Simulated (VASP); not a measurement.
# Pt (R-3m) in VASP: notebook

The runs below take Pt through single point, with LDA.

All numbers are computed with VASP 6.6.1; they aren't measurements. Logs are shortened: lines on timing, memory, paths and dates and some standing lists are left out, and cuts for length are marked.

### 1 The cell of the first run

Symmetry: R-3m, No. 166, trigonal system. The conventional cell has a = 3.893 Å, b = 3.893 Å, c = 3.545 Å, α = 90.00°, β = 90.00°, γ = 120.00°. Within 3.4 Å of Pt (site symmetry -3m) lie 12 Pt at 2.54 to 3.26 Å.

### 2 Single point, LDA (15.51 Å³/atom)

Contents of INCAR:

```
SYSTEM = Pt
  PREC = Accurate
  ENCUT = 520
  EDIFF = 1E-6
  ISMEAR = 0
  SIGMA = 0.15
  LREAL = .False.
  LASPH = .True.
  NELM = 60
  ALGO = Fast
  ISIF = 2
  LWAVE = .False.
  LCHARG = .False.
  GGA = CA
  NBANDS = 11
```

Contents of KPOINTS:

```
regular mesh
0
Gamma
  22 22 22
  0 0 0
```

Contents of POSCAR:

```
Pt
1.0
   -1.1529456788      1.5998096227      1.5998096227
    1.5998096227     -1.1529456788      1.5998096227
    1.5998096227      1.5998096227     -1.1529456788
Pt
1
Direct
    0.0000000000      0.0000000000      0.0000000000
```

Potentials or basis: VASP PAW LDA potentials, release 64 (Pt).

Command:

```sh
cat potpaw_LDA.64/Pt/POTCAR > POTCAR
mpirun -np 1 vasp_std > vasp.out
```

OUTCAR:

```text
SYSTEM = Pt
   PREC = Accurate
   ENCUT = 520
   EDIFF = 1E-6
   ISMEAR = 0
   LREAL = .False.
   LASPH = .True.
   NELM = 60
   ISIF = 2
   GGA = CA

 ion  position               nearest neighbor table
   1  0.000  0.000  0.000-

  LATTYP: Found a trigonal (rhomboedric) cell.
 ALAT       =     2.5393041165
 COS(alpha) =    -0.1751837620

  Lattice vectors:

 A1 = (  -1.1529456788,   1.5998096227,   1.5998096227)
 A2 = (   1.5998096227,  -1.1529456788,   1.5998096227)
 A3 = (   1.5998096227,   1.5998096227,  -1.1529456788)

Analysis of symmetry for initial positions (statically):
=====================================================================
 Subroutine PRICEL returns:
 Original cell was already a primitive cell.

 Routine SETGRP: Setting up the symmetry group for a
 trigonal (rhombohedral) supercell.

 Subroutine GETGRP returns: Found 12 space group operations
 (whereof 12 operations were pure point group operations)
 out of a pool of 12 trial point group operations.

The static configuration has the point symmetry D_3d.

Analysis of symmetry for dynamics (positions and initial velocities):
=====================================================================
 Subroutine PRICEL returns:
 Original cell was already a primitive cell.

 Routine SETGRP: Setting up the symmetry group for a
 trigonal (rhombohedral) supercell.

 Subroutine GETGRP returns: Found 12 space group operations
 (whereof 12 operations were pure point group operations)
 out of a pool of 12 trial point group operations.

The dynamic configuration has the point symmetry D_3d.

 Subroutine INISYM returns: Found 12 space group operations
 (whereof 12 operations are pure point group operations),
 and found     1 'primitive' translations

----------------------------------------------------------------------------------------

                                     Primitive cell

  volume of cell :      15.5090

  direct lattice vectors                    reciprocal lattice vectors
    -1.152945679  1.599809623  1.599809623    -0.079315694  0.283956697  0.283956697
     1.599809623 -1.152945679  1.599809623     0.283956697 -0.079315694  0.283956697
     1.599809623  1.599809623 -1.152945679     0.283956697  0.283956697 -0.079315694

  length of vectors
     2.539304116  2.539304116  2.539304116     0.409333350  0.409333350  0.409333350

  position of ions in fractional coordinates (direct lattice)
     0.000000000  0.000000000  0.000000000

  ion indices of the primitive-cell ions
   primitive index   ion index
                 1           1

----------------------------------------------------------------------------------------

 KPOINTS: regular mesh

Automatic generation of k-mesh.
 Grid dimensions read from file:
 generate k-points for:   22   22   22

 Generating k-lattice:

  Cartesian coordinates                     Fractional coordinates (reciprocal lattice)
    -0.003605259  0.012907123  0.012907123     0.045454545  0.000000000 -0.000000000
     0.012907123 -0.003605259  0.012907123     0.000000000  0.045454545 -0.000000000
     0.012907123  0.012907123 -0.003605259    -0.000000000 -0.000000000  0.045454545

  Length of vectors
     0.018606061  0.018606061  0.018606061

  Shift w.r.t. Gamma in fractional coordinates (k-lattice)
     0.000000000  0.000000000  0.000000000

 Subroutine IBZKPT returns following result:
 ===========================================

 Found   1024 irreducible k-points:

 Following reciprocal coordinates:
            Coordinates               Weight
  0.000000  0.000000  0.000000      1.000000
  0.045455  0.000000  0.000000      6.000000
  0.090909  0.000000  0.000000      6.000000
  0.136364  0.000000  0.000000      6.000000
  0.181818  0.000000  0.000000      6.000000
  0.227273  0.000000  0.000000      6.000000
[... 16 lines left out ...]
  0.500000  0.045455  0.000000     12.000000
 -0.454545  0.045455  0.000000     12.000000
 [... further k-points ...]
   k-points           NKPTS =   1024   k-points in BZ     NKDIM =   1024   number of bands    NBANDS=     11
   number of dos      NEDOS =    301   number of ions     NIONS =      1
   total plane-waves  NPLWV =   8000
   dimension x,y,z NGX =    20 NGY =   20 NGZ =   20
   dimension x,y,z NGXF=    40 NGYF=   40 NGZF=   40
   ions per type =               1
   NGX,Y,Z   is equivalent  to a cutoff of  13.09, 13.09, 13.09 a.u.
   NGXF,Y,Z  is equivalent  to a cutoff of  26.19, 26.19, 26.19 a.u.
 SYSTEM =  Pt
   PREC   = accura    normal or accurate (medium, high low for compatibility)
   ISTART =      0    job   : 0-new  1-cont  2-samecut
   ICHARG =      2    charge: 1-file 2-atom 10-const
   ISPIN  =      1    spin polarized calculation?
   LNONCOLLINEAR =      F non collinear calculations
   LSORBIT =      F    spin-orbit coupling
   LASPH  =      T    aspherical Exc in radial PAW
   ENCUT  =  520.0 eV  38.22 Ry    6.18 a.u.   4.72  4.72  4.72*2*pi/ulx,y,z
   NELM   =     60;   NELMIN=  2; NELMDL= -5     # of ELM steps
   EDIFF  = 0.1E-05   stopping-criterion for ELM
   LREAL  =      F    real-space projection
   EDIFFG = 0.1E-04   stopping-criterion for IOM
   NSW    =      0    number of steps for IOM
   IBRION =     -1    ionic relax: 0-MD 1-quasi-New 2-CG
   NFREE  =      0    steps in history (QN), initial steepest desc. (CG)
   ISIF   =      2    stress and relaxation
   ISYM   =      2    0-nonsym 1-usesym 2-fastsym
   POTIM  = 0.5000    time-step for ionic-motion
   TEBEG  =    0.0;   TEEND  =   0.0 temperature during run
   PSTRESS=    0.0 pullay stress
   NELECT =      10.0000    total number of electrons
   NUPDOWN=      -1.0000    fix difference up-down
   EMIN   =  10.00;   EMAX   =-10.00  energy-range for DOS
   EFERMI =   0.00;   METHOD = LEGACY
   ISMEAR =     0;   SIGMA  =   0.15  broadening in eV -4-tet -1-fermi 0-gaus
   EFERMI_NEDOS =   21; number of points for ismear=-14 and -15
   IALGO  =     68    algorithm
   IMIX   =      4    mixing-type and parameters
     AMIX     =   0.40;   BMIX     =  1.00
     AMIX_MAG =   1.60;   BMIX_MAG =  1.00
  volume/ion in A,a.u.               =      15.51       104.66
  Fermi-wavevector in a.u.,A,eV,Ry     =   1.414317  2.672672 27.215650  2.000294
  Thomas-Fermi vector in A             =   2.535872
   LORBIT       =      0    0 simple, 1 ext, 2 COOP (PROOUT), +10 PAW based schemes
   GGA     = CA    functional components
   LHFCALC =     F    Hartree Fock is set to
   AEXX    =    0.0000 exact exchange contribution
   IVDW    =     0    specifies the selected vdW correction
   LEPSILON=     F    determine dielectric tensor
   LRPA    =     F    only Hartree local field effects (RPA)
 non-spin polarized calculation
 RMM-DIIS sequential band-by-band and
 Gauss-broadening in eV      SIGMA  =   0.15
  energy-cutoff  :      520.00
  volume of cell :       15.51
 maximum number of plane-waves:       440
   NGX =  9   NGY =  9   NGZ =  9

 number of electron      10.0000000 magnetization

 number of electron       9.9999997 magnetization

 Free energy of the ion-electron system (eV)
  ---------------------------------------------------
  ext. energy  EPLUGINS =         0.00000000
  ---------------------------------------------------
  free energy    TOTEN  =        -6.90967853 eV

  energy without entropy =       -6.89217217  energy(sigma->0) =       -6.90092535

 E-fermi :  10.4306     XC(G=0): -13.4249

 val. band max:       10.4299573912   @ k =  -0.0909   0.5000   0.0455
 cond. band min:      10.4313539568   @ k =   0.3636   0.1364   0.0000
 fundamental gap:      0.0013965655
 Fermi energy:        10.4306451262

 k-point     1 :       0.0000    0.0000    0.0000
  band No.  band energies     occupation
      1       0.7256      2.00000
      2       4.3912      2.00000
      3       4.3912      2.00000
      4      10.0078      1.99993
      5      10.6254      0.06632
      6      10.6254      0.06632
      7      25.8091      0.00000
      8      25.8091      0.00000
      9      30.2486      0.00000
     10      33.0799      0.00000
     11      35.7276      0.00000

 k-point     2 :       0.0455    0.0000    0.0000
  band No.  band energies     occupation
      1       0.7962      2.00000
      2       4.3979      2.00000
      3       4.4430      2.00000
      4       9.9833      1.99998
      5      10.5830      0.15076
      6      10.6063      0.09778
      7      25.7779      0.00000
      8      25.8964      0.00000
      9      29.8579      0.00000
     10      33.0402      0.00000
     11      36.1098      0.00000

 k-point     3 :       0.0909    0.0000    0.0000
  band No.  band energies     occupation
      1       1.0015      2.00000
      2       4.4166      2.00000
      3       4.5990      2.00000
      4       9.9032      2.00000
      5      10.4637      0.75502
      6      10.5671      0.19825
      7      25.5086      0.00000
      8      26.1453      0.00000
      9      29.2454      0.00000
     10      32.8439      0.00000
     11      36.4669      0.00000

 k-point     4 :       0.1364    0.0000    0.0000
  band No.  band energies     occupation
      1       1.3212      2.00000
      2       4.4439      2.00000
      3       4.8617      2.00000
      4       9.7641      2.00000
      5      10.2880      1.82135
      6      10.5416      0.29532
      7      24.6854      0.00000
      8      26.5172      0.00000
      9      29.1523      0.00000
     10      32.3649      0.00000
     11      36.4751      0.00000
[... 239 lines left out ...]
 k-point    22 :       0.4545    0.0455    0.0000
  band No.  band energies     occupation
      1       3.5167      2.00000
      2       4.5671      2.00000
      3       8.7813      2.00000
      4       9.1910      2.00000
      5       9.9319      2.00000
      6      10.7203      0.00631
      7      16.2823      0.00000
      8      26.1884      0.00000
      9      28.9711      0.00000
     10      33.0127      0.00000
     11      36.7963      0.00000

 k-point    23 :       0.5000    0.0455    0.0000
  band No.  band energies     occupation
      1       3.5479      2.00000
      2       4.5774      2.00000
      3       8.5512      2.00000
      4       9.2366      2.00000
      5      10.2195      1.95344
      6      10.7452      0.00302
      7      16.1162      0.00000
      8      26.2104      0.00000
      9      29.0433      0.00000
     10      32.9243      0.00000
     11      36.9911      0.00000

 k-point    24 :      -0.4545    0.0455    0.0000
  band No.  band energies     occupation
      1       3.5192      2.00000
      2       4.5919      2.00000
      3       8.2005      2.00000
      4       9.2544      2.00000
      5      10.2090      1.96334
      6      10.7410      0.00343
      7      16.4665      0.00000
      8      26.3930      0.00000
      9      29.4714      0.00000
     10      32.4354      0.00000
     11      37.1392      0.00000

 [... further k-points ...]
[... 5 lines left out ...]
  --------------------------------------------------------------------------------------
  -------------------------------------------------------------------------------------
  Total        1.6899356      1.6899356      1.6899356     -0.3332888     -0.3332888     -0.3332888
  in kB      174.5809852    174.5809852    174.5809852    -34.4308354    -34.4308354    -34.4308354
  external PRESSURE =     174.5809852 kB  Pullay stress =       0.0000000 kB

 VOLUME and BASIS-vectors are now :
 -----------------------------------------------------------------------------
  energy-cutoff  :      520.00
  volume of cell :       15.51
      direct lattice vectors                 reciprocal lattice vectors
    -1.152945679  1.599809623  1.599809623    -0.079315694  0.283956697  0.283956697
     1.599809623 -1.152945679  1.599809623     0.283956697 -0.079315694  0.283956697
     1.599809623  1.599809623 -1.152945679     0.283956697  0.283956697 -0.079315694

 POSITION                                       TOTAL-FORCE (eV/Angst)
 -----------------------------------------------------------------------------------
      0.00000      0.00000      0.00000        -0.000000      0.000000     -0.000000
 -----------------------------------------------------------------------------------
    total drift:                                0.000000      0.000000      0.000000

  FREE ENERGIE OF THE ION-ELECTRON SYSTEM (eV)
  ---------------------------------------------------
  free  energy   TOTEN  =        -6.9096785333 eV

  energy  without entropy=       -6.8921721663  energy(sigma->0) =       -6.90092535
```

It took 59 s on 1 thread of Intel Xeon 6975P-C (Granite Rapids), shared host; peak memory 0.27 GiB.

What came out:

```
Free energy            : -6.9097 eV
Pressure               : 17.5 GPa
Band gap on the k mesh : zero (bands 5 and 6 overlap by 3.16 eV)
```

Caveat: the cell stands under pressure; spin-orbit coupling is left out, which moves the levels of the heavy elements.

### 3 Single point, LDA (15.51 Å³/atom)

Contents of INCAR:

```
ALGO     = Fast           # electronic algorithm
EDIFF    = 1E-6           # SCF threshold, eV
ENCUT    = 520            # plane-wave cutoff, eV
GGA      = CA             # functional
ISIF     = 2              # what is computed and relaxed
ISMEAR   = 0              # smearing method
LASPH    = T              # aspherical terms in the spheres
LCHARG   = F              # write CHGCAR
LREAL    = F              # projectors in reciprocal space
LWAVE    = F              # write WAVECAR
NBANDS   = 11             # bands
NELM     = 100            # most SCF steps
PREC     = Accurate       # precision mode
SIGMA    = 0.15           # smearing width, eV
```

Contents of KPOINTS:

```
k-points
0
Gamma
  22 22 22
```

Contents of POSCAR:

```
Pt
1.0
   -0.7190679788      1.6926978397      1.6926978397
    1.6926978397     -0.7190679788      1.6926978397
    1.6926978397      1.6926978397     -0.7190679788
Pt
1
Direct
    0.0000000000      0.0000000000      0.0000000000
```

Potentials or basis: VASP PAW LDA potentials, release 64 (Pt).

Command:

```sh
cat potpaw_LDA.64/Pt/POTCAR > POTCAR
mpirun -np 1 vasp_std > vasp.out
```

OUTCAR:

```text
EDIFF = 1E-6
   ENCUT = 520
   GGA = CA
   ISIF = 2
   ISMEAR = 0
   LASPH = T
   LREAL = F
   NELM = 100
   PREC = Accurate

 ion  position               nearest neighbor table
   1  0.000  0.000  0.000-

  LATTYP: Found a trigonal (rhomboedric) cell.
 ALAT       =     2.4995020927
 COS(alpha) =     0.0689708858

  Lattice vectors:

 A1 = (  -0.7190679788,   1.6926978397,   1.6926978397)
 A2 = (   1.6926978397,  -0.7190679788,   1.6926978397)
 A3 = (   1.6926978397,   1.6926978397,  -0.7190679788)

Analysis of symmetry for initial positions (statically):
=====================================================================
 Subroutine PRICEL returns:
 Original cell was already a primitive cell.

 Routine SETGRP: Setting up the symmetry group for a
 trigonal (rhombohedral) supercell.

 Subroutine GETGRP returns: Found 12 space group operations
 (whereof 12 operations were pure point group operations)
 out of a pool of 12 trial point group operations.

The static configuration has the point symmetry D_3d.

Analysis of symmetry for dynamics (positions and initial velocities):
=====================================================================
 Subroutine PRICEL returns:
 Original cell was already a primitive cell.

 Routine SETGRP: Setting up the symmetry group for a
 trigonal (rhombohedral) supercell.

 Subroutine GETGRP returns: Found 12 space group operations
 (whereof 12 operations were pure point group operations)
 out of a pool of 12 trial point group operations.

The dynamic configuration has the point symmetry D_3d.

 Subroutine INISYM returns: Found 12 space group operations
 (whereof 12 operations are pure point group operations),
 and found     1 'primitive' translations

----------------------------------------------------------------------------------------

                                     Primitive cell

  volume of cell :      15.5090

  direct lattice vectors                    reciprocal lattice vectors
[... 107 lines left out ...]
  Fermi-wavevector in a.u.,A,eV,Ry     =   1.414317  2.672672 27.215650  2.000294
  Thomas-Fermi vector in A             =   2.535872
   LORBIT       =      0    0 simple, 1 ext, 2 COOP (PROOUT), +10 PAW based schemes
   GGA     = CA    functional components
   LHFCALC =     F    Hartree Fock is set to
   AEXX    =    0.0000 exact exchange contribution
   IVDW    =     0    specifies the selected vdW correction
   LEPSILON=     F    determine dielectric tensor
   LRPA    =     F    only Hartree local field effects (RPA)
 non-spin polarized calculation
 RMM-DIIS sequential band-by-band and
 Gauss-broadening in eV      SIGMA  =   0.15
  energy-cutoff  :      520.00
  volume of cell :       15.51
 maximum number of plane-waves:       429
   NGX =  9   NGY =  9   NGZ =  9

 number of electron      10.0000002 magnetization

 Free energy of the ion-electron system (eV)
  ---------------------------------------------------
  ext. energy  EPLUGINS =         0.00000000
  ---------------------------------------------------
  free energy    TOTEN  =        -6.85503862 eV

  energy without entropy =       -6.84220034  energy(sigma->0) =       -6.84861948

 E-fermi :  10.6429     XC(G=0): -13.3867

 val. band max:       10.6390892130   @ k =   0.3636   0.1364   0.0455
 cond. band min:      10.6432369341   @ k =  -0.0909  -0.4545   0.0455
 fundamental gap:      0.0041477211
 Fermi energy:        10.6429105807

 k-point     1 :       0.0000    0.0000    0.0000
  band No.  band energies     occupation
      1       0.7668      2.00000
      2       3.6967      2.00000
      3       3.6967      2.00000
      4      11.0024      0.00070
      5      11.0024      0.00070
      6      11.1135      0.00001
      7      25.8909      0.00000
      8      27.0001      0.00000
      9      27.0001      0.00000
     10      33.5085      0.00000
     11      36.2852      0.00000
[... 309 lines left out ...]
 k-point    24 :      -0.4545    0.0455    0.0000
  band No.  band energies     occupation
      1       3.6568      2.00000
      2       4.4000      2.00000
      3       8.0831      2.00000
      4       8.5392      2.00000
      5       9.6578      2.00000
      6      11.2225      0.00000
      7      16.3213      0.00000
      8      27.1979      0.00000
      9      30.0171      0.00000
     10      32.7165      0.00000
     11      34.0680      0.00000

 [... further k-points ...]
[... 5 lines left out ...]
  --------------------------------------------------------------------------------------
  -------------------------------------------------------------------------------------
  Total        2.5169583      2.5169583      2.5169583     -0.0003903     -0.0003903     -0.0003903
  in kB      260.0176327    260.0176327    260.0176327     -0.0403179     -0.0403179     -0.0403179
  external PRESSURE =     260.0176327 kB  Pullay stress =       0.0000000 kB

 VOLUME and BASIS-vectors are now :
 -----------------------------------------------------------------------------
  energy-cutoff  :      520.00
  volume of cell :       15.51
      direct lattice vectors                 reciprocal lattice vectors
    -0.719067979  1.692697840  1.692697840    -0.151406746  0.263227209  0.263227209
     1.692697840 -0.719067979  1.692697840     0.263227209 -0.151406746  0.263227209
     1.692697840  1.692697840 -0.719067979     0.263227209  0.263227209 -0.151406746

 POSITION                                       TOTAL-FORCE (eV/Angst)
 -----------------------------------------------------------------------------------
      0.00000      0.00000      0.00000         0.000000      0.000000      0.000000
 -----------------------------------------------------------------------------------
    total drift:                                0.000000      0.000000      0.000000

  FREE ENERGIE OF THE ION-ELECTRON SYSTEM (eV)
  ---------------------------------------------------
  free  energy   TOTEN  =        -6.8550386173 eV

  energy  without entropy=       -6.8422003413  energy(sigma->0) =       -6.84861948
```

It took 84 s on 1 thread of Intel Xeon 6975P-C (Granite Rapids), shared host; peak memory 0.27 GiB.

Results:

- Free energy: -6.8550 eV
- Pressure: 26.0 GPa
- Band gap on the k mesh: zero (bands 5 and 6 overlap by 4.36 eV)

Caveat: the cell stands under pressure; spin-orbit coupling is left out, which moves the levels of the heavy elements.

[end of part 1 of 2]
